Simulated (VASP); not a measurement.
Input of a VASP 6.6.1 run:

File POSCAR:

```
PbS
1.0
    2.2105500000      1.2762616375      3.0367666667
   -2.2105500000      1.2762616375      3.0367666667
    0.0000000000     -2.5525232751      3.0367666667
Pb S
1 1
Direct
    0.9781509158      0.9781509158      0.9781509158
    0.4774504142      0.4774504142      0.4774504142
```

INCAR.step1

```
SYSTEM = PbS
  PREC = Accurate
  ENCUT = 520
  ISMEAR = 0
  SIGMA = 0.05
  LREAL = .False.
  LASPH = .True.
  NELM = 80
  NBANDS = 17
  GGA = PE
  ALGO = Normal
  EDIFF = 1E-4
  LWAVE = .True.
  LCHARG = .False.
```

INCAR.step2

```
SYSTEM = PbS
  PREC = Accurate
  ENCUT = 520
  EDIFF = 1E-7
  ISMEAR = 0
  SIGMA = 0.05
  LREAL = .False.
  LASPH = .True.
  NELM = 80
  ALGO = Normal
  ISIF = 2
  LWAVE = .False.
  LCHARG = .True.
  METAGGA = R2SCAN
  LMIXTAU = .True.
  LELF = .True.
  LVHAR = .True.
  NBANDS = 17
  ISTART = 1
```

The input KPOINTS:

```
Automatic mesh
0
Gamma
  9 9 9
  0 0 0
```

Potentials or basis: VASP PAW PBE potentials, release 64 (Pb_d, S).

The run is started by

```bash
$ cat potpaw_PBE.64/Pb_d/POTCAR potpaw_PBE.64/S/POTCAR > POTCAR
$ cp INCAR.step1 INCAR
$ mpirun -np 1 vasp_std > vasp.out
$ cp INCAR.step2 INCAR
$ mpirun -np 1 vasp_std > vasp.out
```

(1) Predict the largest force.

(2) Estimate the pressure.

Results:

(1) 0.007 eV/Å.

(2) 1.4 GPa.

Caveat: the PAW data sets were made with another functional, which shifts forces and pressure a little.
